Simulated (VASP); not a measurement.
The system is Rh.

```
Rh
1.0
     0.00000    1.89785    1.89785
     1.89785    0.00000    1.89785
     1.89785    1.89785    0.00000
Rh
1
Direct
  0.00000 0.00000 0.00000
```

- Program: VASP 6.6.1
- Task: relaxation of volume and atoms at fixed shape
- Functional: LDA
- Potentials or basis: VASP PAW LDA potentials, release 64 (Rh_pv)
- Cutoff: 500 eV
- k mesh: 8 × 8 × 8
- Occupations: gaussian, width 0.1 eV
- Spin: no spin polarisation

At the start: pressure -8.0 GPa; volume 13.67 Å³/atom.

Problem. Where does the relaxation end?

Solution. Over 4 steps the energy falls by 9.5 meV/atom and the volume is 13.30 Å³/atom (-2.7 %); space group Fm-3m (No. 225, to 0.05 Å).

The path:
| step | energy change (eV) | largest force (eV/Å) | pressure (GPa) | volume (Å³) |
| --- | --- | --- | --- | --- |
| 1 | 0.0000 | 0.0000 | -7.98 | 13.67 |
| 2 | 0.0643 | 0.0000 | 27.25 | 12.37 |
| 3 | -0.0094 | 0.0000 | -0.28 | 13.31 |
| 4 | -0.0095 | 0.0000 | 0.01 | 13.30 |

Final structure:
```xyz
1
Lattice="0.0000 1.8806 1.8806 1.8806 0.0000 1.8806 1.8806 1.8806 0.0000" Properties=species:S:1:pos:R:3 pbc="T T T"
Rh    1.8806    1.8806    0.0000
```
